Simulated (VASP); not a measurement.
# TaN (P6_3mc) in VASP: single point with LDA

Aim: the single point of TaN with LDA.

Everything below comes from runs of VASP 6.6.1. Logs are shortened: lines on timing, memory, paths and dates and some standing lists are left out, and cuts for length are marked.

### Step 1. The cell of the first run

Symmetry: P6_3mc, No. 186, hexagonal system. The conventional cell has a = 3.104 Å, b = 3.104 Å, c = 6.010 Å, α = 90.00°, β = 90.00°, γ = 120.00°. Within 2.6 Å of Ta (site symmetry 3m) lie 4 N at 1.96 to 2.08 Å. Within 2.6 Å of N (site symmetry 3m) lie 4 Ta at 1.96 to 2.08 Å.

### Step 2. Single point, LDA

File INCAR:

```
PREC = Accurate
ENCUT = 600
EDIFF = 1E-6
ISMEAR = 0
SIGMA = 0.15
LREAL = F
LASPH = T
NELM = 120
ALGO = Normal
ISIF = 2
LWAVE = F
LCHARG = F
NBANDS = 46
GGA_COMPAT = F
```

File KPOINTS:

```
regular mesh
0
Gamma
  14 14 4
```

File POSCAR:

```
TaN
1.0
   -3.1035877079      0.0000000000      0.0000000000
   -1.5517938539     -2.6877857979      0.0000000000
    0.0000000000      0.0000000000     12.0200957435
Ta N
4 4
Direct
    0.3333333333      0.3333333333      0.0148751535
    0.3333333333      0.3333333333      0.5148751535
    0.6666666667      0.6666666667      0.2648751535
    0.6666666667      0.6666666667      0.7648751535
    0.3333333333      0.3333333333      0.1776248465
    0.3333333333      0.3333333333      0.6776248465
    0.6666666667      0.6666666667      0.4276248465
    0.6666666667      0.6666666667      0.9276248465
```

Potentials or basis: VASP PAW LDA potentials, release 64 (Ta_sv_GW, N).

Run with:

```bash
$ cat potpaw_LDA.64/Ta_sv_GW/POTCAR potpaw_LDA.64/N/POTCAR > POTCAR
$ mpirun -np 1 vasp_std > vasp.out
```

OUTCAR:

```text
PREC = Accurate
   ENCUT = 600
   EDIFF = 1E-6
   ISMEAR = 0
   LREAL = F
   LASPH = T
   NELM = 120
   ISIF = 2

 ion  position               nearest neighbor table
   1  0.333  0.333  0.015-   5 1.96   8 2.08   8 2.08   8 2.08
   2  0.333  0.333  0.515-   6 1.96   7 2.08   7 2.08   7 2.08
   3  0.667  0.667  0.265-   7 1.96   5 2.08   5 2.08   5 2.08
   4  0.667  0.667  0.765-   8 1.96   6 2.08   6 2.08   6 2.08
   5  0.333  0.333  0.178-   1 1.96   3 2.08   3 2.08   3 2.08
   6  0.333  0.333  0.678-   2 1.96   4 2.08   4 2.08   4 2.08
   7  0.667  0.667  0.428-   3 1.96   2 2.08   2 2.08   2 2.08
   8  0.667  0.667  0.928-   4 1.96   1 2.08   1 2.08   1 2.08

  LATTYP: Found a hexagonal cell.
 ALAT       =     3.1035877079
 C/A-ratio  =     3.8729679567

  Lattice vectors:

 A1 = (   1.5517938539,   2.6877857979,   0.0000000000)
 A2 = (  -3.1035877079,   0.0000000000,   0.0000000000)
 A3 = (   0.0000000000,   0.0000000000,  12.0200957435)

Analysis of symmetry for initial positions (statically):
=====================================================================
 Subroutine PRICEL returns following result:

  LATTYP: Found a hexagonal cell.
 ALAT       =     3.1035877079
 C/A-ratio  =     1.9364839784

  Lattice vectors:

 A1 = (   1.5517938539,   2.6877857979,   0.0000000000)
 A2 = (  -3.1035877079,   0.0000000000,   0.0000000000)
 A3 = (   0.0000000000,   0.0000000000,   6.0100478718)

   2 primitive cells build up your supercell.

 Routine SETGRP: Setting up the symmetry group for a
 hexagonal supercell.

 Subroutine GETGRP returns: Found 12 space group operations
 (whereof  6 operations were pure point group operations)
 out of a pool of 24 trial point group operations.

The static configuration has the point symmetry C_3v.
 The point group associated with its full space group is C_6v.

Analysis of symmetry for dynamics (positions and initial velocities):
=====================================================================
 Subroutine PRICEL returns following result:

  LATTYP: Found a hexagonal cell.
 ALAT       =     3.1035877079
 C/A-ratio  =     1.9364839784

  Lattice vectors:

 A1 = (   1.5517938539,   2.6877857979,   0.0000000000)
 A2 = (  -3.1035877079,   0.0000000000,   0.0000000000)
 A3 = (   0.0000000000,   0.0000000000,   6.0100478718)

   2 primitive cells build up your supercell.

 Routine SETGRP: Setting up the symmetry group for a
 hexagonal supercell.

 Subroutine GETGRP returns: Found 12 space group operations
 (whereof  6 operations were pure point group operations)
 out of a pool of 24 trial point group operations.

The dynamic configuration has the point symmetry C_3v.
 The point group associated with its full space group is C_6v.

 Subroutine INISYM returns: Found 12 space group operations
 (whereof  6 operations are pure point group operations),
 and found     2 'primitive' translations

----------------------------------------------------------------------------------------

                                     Primitive cell

  volume of cell :      50.1345

  direct lattice vectors                    reciprocal lattice vectors
     1.551793854  2.687785798  0.000000000     0.000000000  0.372053458  0.000000000
    -3.103587708  0.000000000  0.000000000    -0.322207746  0.186026729  0.000000000
     0.000000000  0.000000000  6.010047872     0.000000000  0.000000000  0.166388026

  length of vectors
     3.103587708  3.103587708  6.010047872     0.372053458  0.372053458  0.166388026

  position of ions in fractional coordinates (direct lattice)
     0.666666667  0.333333333  0.029750307
     0.333333333  0.666666667  0.529750307
     0.666666667  0.333333333  0.355249693
     0.333333333  0.666666667  0.855249693

  ion indices of the primitive-cell ions
   primitive index   ion index
                 1           1
                 2           3
                 3           5
                 4           8

----------------------------------------------------------------------------------------

 KPOINTS: regular mesh

Automatic generation of k-mesh.
 Grid dimensions read from file:
 generate k-points for:   14   14    4

 Generating k-lattice:

  Cartesian coordinates                     Fractional coordinates (reciprocal lattice)
    -0.023014839  0.013287623  0.000000000     0.071428571 -0.000000000  0.000000000
     0.000000000 -0.026575247  0.000000000     0.000000000  0.071428571  0.000000000
     0.000000000  0.000000000  0.020798503     0.000000000  0.000000000  0.250000000

  Length of vectors
     0.026575247  0.026575247  0.020798503

  Shift w.r.t. Gamma in fractional coordinates (k-lattice)
     0.000000000  0.000000000  0.000000000

 Subroutine IBZKPT returns following result:
 ===========================================

 Found     72 irreducible k-points:

 Following reciprocal coordinates:
            Coordinates               Weight
  0.000000  0.000000  0.000000      1.000000
  0.071429  0.000000  0.000000      6.000000
  0.142857 -0.000000  0.000000      6.000000
  0.214286  0.000000  0.000000      6.000000
  0.285714  0.000000  0.000000      6.000000
  0.357143  0.000000  0.000000      6.000000
[... 16 lines left out ...]
 -0.428571  0.285714  0.000000      6.000000
 -0.357143  0.285714  0.000000      6.000000
 [... further k-points ...]
   k-points           NKPTS =     72   k-points in BZ     NKDIM =     72   number of bands    NBANDS=     46
   number of dos      NEDOS =    301   number of ions     NIONS =      8
   total plane-waves  NPLWV =  75264
   dimension x,y,z NGX =    28 NGY =   28 NGZ =   96
   dimension x,y,z NGXF=    56 NGYF=   56 NGZF=  192
   ions per type =               4   4
   NGX,Y,Z   is equivalent  to a cutoff of  15.00, 15.00, 13.28 a.u.
   NGXF,Y,Z  is equivalent  to a cutoff of  30.00, 30.00, 26.55 a.u.
 SYSTEM =  unknown system
   PREC   = accura    normal or accurate (medium, high low for compatibility)
   ISTART =      0    job   : 0-new  1-cont  2-samecut
   ICHARG =      2    charge: 1-file 2-atom 10-const
   ISPIN  =      1    spin polarized calculation?
   LNONCOLLINEAR =      F non collinear calculations
   LSORBIT =      F    spin-orbit coupling
   LASPH  =      T    aspherical Exc in radial PAW
   ENCUT  =  600.0 eV  44.10 Ry    6.64 a.u.   6.20  6.20 24.01*2*pi/ulx,y,z
   NELM   =    120;   NELMIN=  2; NELMDL= -5     # of ELM steps
   EDIFF  = 0.1E-05   stopping-criterion for ELM
   LREAL  =      F    real-space projection
   EDIFFG = 0.1E-04   stopping-criterion for IOM
   NSW    =      0    number of steps for IOM
   IBRION =     -1    ionic relax: 0-MD 1-quasi-New 2-CG
   NFREE  =      0    steps in history (QN), initial steepest desc. (CG)
   ISIF   =      2    stress and relaxation
   ISYM   =      2    0-nonsym 1-usesym 2-fastsym
   POTIM  = 0.5000    time-step for ionic-motion
   TEBEG  =    0.0;   TEEND  =   0.0 temperature during run
   PSTRESS=    0.0 pullay stress
   NELECT =      72.0000    total number of electrons
   NUPDOWN=      -1.0000    fix difference up-down
   EMIN   =  10.00;   EMAX   =-10.00  energy-range for DOS
   EFERMI =   0.00;   METHOD = LEGACY
   ISMEAR =     0;   SIGMA  =   0.15  broadening in eV -4-tet -1-fermi 0-gaus
   EFERMI_NEDOS =   21; number of points for ismear=-14 and -15
   IALGO  =     38    algorithm
   IMIX   =      4    mixing-type and parameters
     AMIX     =   0.40;   BMIX     =  1.00
     AMIX_MAG =   1.60;   BMIX_MAG =  1.00
  volume/ion in A,a.u.               =      12.53        84.58
  Fermi-wavevector in a.u.,A,eV,Ry     =   1.465987  2.770314 29.240525  2.149118
  Thomas-Fermi vector in A             =   2.581778
   LORBIT       =      0    0 simple, 1 ext, 2 COOP (PROOUT), +10 PAW based schemes
   GGA     = CA    functional components
   LHFCALC =     F    Hartree Fock is set to
   AEXX    =    0.0000 exact exchange contribution
   IVDW    =     0    specifies the selected vdW correction
   LEPSILON=     F    determine dielectric tensor
   LRPA    =     F    only Hartree local field effects (RPA)
 non-spin polarized calculation
 Gauss-broadening in eV      SIGMA  =   0.15
  energy-cutoff  :      600.00
  volume of cell :      100.27
 maximum number of plane-waves:      3384
 NGX is ok and might be reduce to    28
   NGX = 13   NGY = 13   NGZ = 49

 number of electron      72.0000002 magnetization

 Free energy of the ion-electron system (eV)
  ---------------------------------------------------
  ext. energy  EPLUGINS =         0.00000000
  ---------------------------------------------------
  free energy    TOTEN  =      -105.11926396 eV

  energy without entropy =     -105.10008113  energy(sigma->0) =     -105.10967254

 E-fermi :  10.1973     XC(G=0): -12.9301

 val. band max:       10.1651425881   @ k =  -0.4286   0.2857   0.2500
 cond. band min:      10.2318597665   @ k =  -0.4286   0.2857   0.5000
 fundamental gap:      0.0667171784
 Fermi energy:        10.1972910952

 k-point     1 :       0.0000    0.0000    0.0000
  band No.  band energies     occupation
      1     -58.0396      2.00000
      2     -58.0331      2.00000
      3     -58.0331      2.00000
      4     -58.0269      2.00000
      5     -25.2166      2.00000
      6     -25.0187      2.00000
[... 38 lines left out ...]
     45      13.1108      0.00000
     46      13.1108      0.00000

 k-point     2 :       0.0714    0.0000    0.0000
  band No.  band energies     occupation
      1     -58.0375      2.00000
      2     -58.0312      2.00000
      3     -58.0312      2.00000
      4     -58.0250      2.00000
      5     -25.2072      2.00000
      6     -25.0144      2.00000
[... 38 lines left out ...]
     45      13.1747      0.00000
     46      13.2108      0.00000

 k-point     3 :       0.1429   -0.0000    0.0000
  band No.  band energies     occupation
      1     -58.0316      2.00000
      2     -58.0258      2.00000
      3     -58.0258      2.00000
      4     -58.0199      2.00000
      5     -25.1807      2.00000
      6     -25.0037      2.00000
[... 38 lines left out ...]
     45      13.4449      0.00000
     46      13.4884      0.00000

 k-point     4 :       0.2143    0.0000    0.0000
  band No.  band energies     occupation
      1     -58.0231      2.00000
      2     -58.0179      2.00000
      3     -58.0179      2.00000
      4     -58.0127      2.00000
      5     -25.1415      2.00000
      6     -24.9943      2.00000
[... 920 lines left out ...]
     45      14.1556      0.00000
     46      14.3579      0.00000

 k-point    23 :      -0.4286    0.2857    0.0000
  band No.  band energies     occupation
      1     -57.9918      2.00000
      2     -57.9906      2.00000
      3     -57.9906      2.00000
      4     -57.9894      2.00000
      5     -25.0795      2.00000
      6     -25.0795      2.00000
[... 38 lines left out ...]
     45      14.1006      0.00000
     46      14.5161      0.00000

 k-point    24 :      -0.3571    0.2857    0.0000
  band No.  band energies     occupation
      1     -57.9899      2.00000
      2     -57.9895      2.00000
      3     -57.9895      2.00000
      4     -57.9888      2.00000
      5     -25.0685      2.00000
      6     -25.0685      2.00000
[... 38 lines left out ...]
     45      14.0551      0.00000
     46      14.8006      0.00000

 [... further k-points ...]

------------------------ aborting loop because EDIFF is reached ----------------------------------------

  FORCE on cell =-STRESS in cart. coord.  units (eV):
  Direction    XX          YY          ZZ          XY          YZ          ZX
  --------------------------------------------------------------------------------------
  -------------------------------------------------------------------------------------
  Total        0.4643857      0.4643857      0.8062471     -0.0000000     -0.0000000      0.0000000
  in kB        7.4203231      7.4203231     12.8828553     -0.0000000     -0.0000000      0.0000000
  external PRESSURE =       9.2411672 kB  Pullay stress =       0.0000000 kB

 VOLUME and BASIS-vectors are now :
 -----------------------------------------------------------------------------
  energy-cutoff  :      600.00
  volume of cell :      100.27
      direct lattice vectors                 reciprocal lattice vectors
    -3.103587708  0.000000000  0.000000000    -0.322207746  0.186026729  0.000000000
    -1.551793854 -2.687785798  0.000000000     0.000000000 -0.372053458  0.000000000
     0.000000000  0.000000000 12.020095744     0.000000000  0.000000000  0.083194013

 POSITION                                       TOTAL-FORCE (eV/Angst)
 -----------------------------------------------------------------------------------
     -1.55179     -0.89593      0.17880         0.000000     -0.000000     -0.012540
     -1.55179     -0.89593      6.18885         0.000000     -0.000000     -0.012540
     -3.10359     -1.79186      3.18382        -0.000000      0.000000     -0.012540
     -3.10359     -1.79186      9.19387        -0.000000      0.000000     -0.012540
     -1.55179     -0.89593      2.13507         0.000000     -0.000000      0.012540
     -1.55179     -0.89593      8.14512         0.000000     -0.000000      0.012540
     -3.10359     -1.79186      5.14009         0.000000      0.000000      0.012540
     -3.10359     -1.79186     11.15014         0.000000     -0.000000      0.012540
 -----------------------------------------------------------------------------------
    total drift:                                0.000001      0.000001      0.000644

  FREE ENERGIE OF THE ION-ELECTRON SYSTEM (eV)
  ---------------------------------------------------
  free  energy   TOTEN  =      -105.1192639596 eV

  energy  without entropy=     -105.1000811300  energy(sigma->0) =     -105.10967254
```

Run time: 6.5 min. Hardware: 1 thread of AMD EPYC 7R13 (Zen 3), shared host; peak memory 0.4 GiB.

What came out:

| Item | Value |
| --- | --- |
| Free energy | -105.1193 eV |
| Pressure | 0.9 GPa |
| Largest force | 0.013 eV/Å |
| Band gap on the k mesh | zero (bands 36 and 37 overlap by 0.32 eV) |

Forces in eV/Å, atoms in the order of the input:
```
Ta   0.000  0.000 -0.013
Ta   0.000  0.000 -0.013
Ta   0.000  0.000 -0.013
Ta   0.000  0.000 -0.013
N    0.000  0.000  0.013
N    0.000  0.000  0.013
N    0.000  0.000  0.013
N    0.000  0.000  0.013
```

Stress tensor (GPa, compression positive):
```
0.74 0.00 0.00
0.00 0.74 0.00
0.00 0.00 1.29
```

Levels at points of the mesh, in eV from the Fermi level:
```
           k point  band 33  band 34  band 35  band 36  band 37  band 38  band 39  band 40
(0.00, 0.00, 0.00)    -0.67    -0.66     0.07     0.07     0.34     0.34     0.95     0.95
(0.50, 0.00, 0.00)    -2.43    -0.91    -0.91    -0.42     1.23     1.53     1.53     2.22
(0.00, 0.00, 0.50)    -0.27    -0.27    -0.09    -0.09     0.31     0.31     0.31     0.31
(0.50, 0.00, 0.50)    -1.89    -1.89    -0.48    -0.48     1.24     1.24     2.09     2.09
```

Caveat: spin-orbit coupling is left out, which moves the levels of the heavy elements.
